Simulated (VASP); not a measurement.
Here is a VASP 6.6.1 calculation.

Contents of INCAR:

```
PREC = Accurate
ENCUT = 400
EDIFF = 1E-8
ISMEAR = -1
SIGMA = 0.01
LREAL = F
LASPH = T
NELM = 120
ALGO = Normal
ISIF = 2
LWAVE = F
LCHARG = F
GGA = PE
LEFG = T
NBANDS = 165
GGA_COMPAT = F
```

Contents of KPOINTS:

```
regular mesh
0
Gamma
  3 3 2
```

POSCAR

```
CaZn15S16
1.0
    7.6454000000      0.0000000000      0.0000000000
   -3.8227000000      6.6211106220      0.0000000000
    0.0000000000      0.0000000000     12.5200000000
Zn Ca S
15 1 16
Direct
    0.0000000000      0.0000000000      0.0000000000
    0.0000000000      0.5000000000      0.0000000000
    0.5000000000      0.0000000000      0.0000000000
    0.5000000000      0.5000000000      0.0000000000
    0.0000000000      0.0000000000      0.5000000000
    0.0000000000      0.5000000000      0.5000000000
    0.5000000000      0.0000000000      0.5000000000
    0.5000000000      0.5000000000      0.5000000000
    0.1666666666      0.8333333334      0.2500000000
    0.6666666666      0.3333333334      0.2500000000
    0.6666666666      0.8333333334      0.2500000000
    0.3333333334      0.1666666666      0.7500000000
    0.3333333334      0.6666666666      0.7500000000
    0.8333333334      0.1666666666      0.7500000000
    0.8333333334      0.6666666666      0.7500000000
    0.1666666666      0.3333333334      0.2500000000
    0.0000000000      0.0000000000      0.1875000000
    0.0000000000      0.5000000000      0.1875000000
    0.5000000000      0.0000000000      0.1875000000
    0.5000000000      0.5000000000      0.1875000000
    0.0000000000      0.0000000000      0.6875000000
    0.0000000000      0.5000000000      0.6875000000
    0.5000000000      0.0000000000      0.6875000000
    0.5000000000      0.5000000000      0.6875000000
    0.1666666666      0.3333333334      0.4375000000
    0.1666666666      0.8333333334      0.4375000000
    0.6666666666      0.3333333334      0.4375000000
    0.6666666666      0.8333333334      0.4375000000
    0.3333333334      0.1666666666      0.9375000000
    0.3333333334      0.6666666666      0.9375000000
    0.8333333334      0.1666666666      0.9375000000
    0.8333333334      0.6666666666      0.9375000000
```

Potentials or basis: VASP PAW PBE potentials, release 64 (Zn, Ca_sv, S).

The run is started by

```bash
$ cat potpaw_PBE.64/Zn/POTCAR potpaw_PBE.64/Ca_sv/POTCAR potpaw_PBE.64/S/POTCAR > POTCAR
$ mpirun -np 1 vasp_std > vasp.out
```

Problem. What does it give for the pressure?

Solution. 4.1 GPa.

Problem. What does it give for the band gap on the k mesh?

Solution. 2.27 eV.

Problem. What does it give for the largest force?

Solution. 3.207 eV/Å.

Electric field gradients, principal values (V/Å²):
| atom | least | middle | greatest (by size) |
| --- | --- | --- | --- |
| 1 Zn | -0.401 | -2.624 | 3.025 |
| 2 Zn | -0.422 | -2.604 | 3.025 |
| 3 Zn | -1.363 | -1.390 | 2.753 |
| 4 Zn | -0.401 | -2.624 | 3.025 |
| 5 Zn | -0.224 | -0.843 | 1.067 |
| 6 Zn | -0.244 | -0.834 | 1.079 |
| 7 Zn | -0.733 | -0.760 | 1.493 |
| 8 Zn | -0.224 | -0.843 | 1.067 |
| 9 Zn | 0.938 | 1.068 | -2.006 |
| 10 Zn | 0.938 | 1.068 | -2.006 |
| 11 Zn | 0.939 | 1.068 | -2.007 |
| 12 Zn | -0.174 | -0.520 | 0.694 |
| 13 Zn | -0.170 | -0.523 | 0.694 |
| 14 Zn | -0.170 | -0.523 | 0.694 |
| 15 Zn | 0.321 | 0.326 | -0.647 |
| 16 Ca | 0.106 | 0.109 | -0.215 |
| 17 S | 47.079 | 48.270 | -95.349 |
| 18 S | 47.081 | 48.269 | -95.350 |
| 19 S | -0.341 | -0.342 | 0.683 |
| 20 S | 47.079 | 48.270 | -95.349 |
| 21 S | 0.047 | 1.975 | -2.023 |
| 22 S | 0.048 | 1.975 | -2.024 |
| 23 S | -1.076 | -1.078 | 2.154 |
| 24 S | 0.047 | 1.975 | -2.023 |
| 25 S | 45.807 | 45.808 | -91.615 |
| 26 S | -0.742 | -1.406 | 2.147 |
| 27 S | -0.742 | -1.406 | 2.147 |
| 28 S | -0.741 | -1.406 | 2.147 |
| 29 S | -0.494 | -1.881 | 2.375 |
| 30 S | -0.493 | -1.881 | 2.375 |
| 31 S | -0.493 | -1.881 | 2.375 |
| 32 S | -0.238 | -0.239 | 0.478 |

Caveat: without QUAD_EFG the Cq values of the log hold for a quadrupole moment of 1 mb, not for the nuclei.
